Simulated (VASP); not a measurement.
# MgS: single point with LDA

The system is MgS.

```
Mg S
1.0
     3.26282    0.00000    0.00000
     0.00000    3.26282    0.00000
     0.00000    0.00000    3.26282
Mg S
1 1
Direct
  0.00000 0.00000 0.00000
  0.50000 0.50000 0.50000
```

- Program: VASP 6.6.1
- Task: single point
- Functional: LDA
- Potentials or basis: VASP PAW LDA potentials, release 64 (Mg, S)
- Cutoff: 520 eV
- k mesh: 8 × 8 × 8
- Occupations: fermi-dirac, width 0.02 eV
- Spin: no spin polarisation

* Pressure: -3.9 GPa
* Band gap on the k mesh: zero (bands 4 and 5 overlap by 0.42 eV)

Levels at points of the mesh, in eV from the Fermi level:
```csv
k point,band 1,band 2,band 3,band 4,band 5,band 6,band 7,band 8,band 9
"(0.00, 0.00, 0.00)",-14.02,-1.37,-1.37,-1.37,0.64,4.24,4.24,12.19,12.19
"(0.50, 0.00, 0.00)",-12.82,-6.78,-0.61,-0.61,3.67,6.03,7.08,7.26,7.26
"(0.50, 0.50, 0.00)",-11.83,-5.11,-5.11,-0.62,0.12,7.49,8.20,8.20,8.96
"(0.50, 0.50, 0.50)",-10.93,-3.82,-3.82,-3.82,1.48,1.48,1.48,4.99,16.19
```

It took 12 s on 1 thread of Intel Xeon 8259CL (shared host), peak memory 0.13 GiB.

Caveat: the cell stands under tension; semilocal functionals underestimate gaps, so a narrow gap can read as zero.
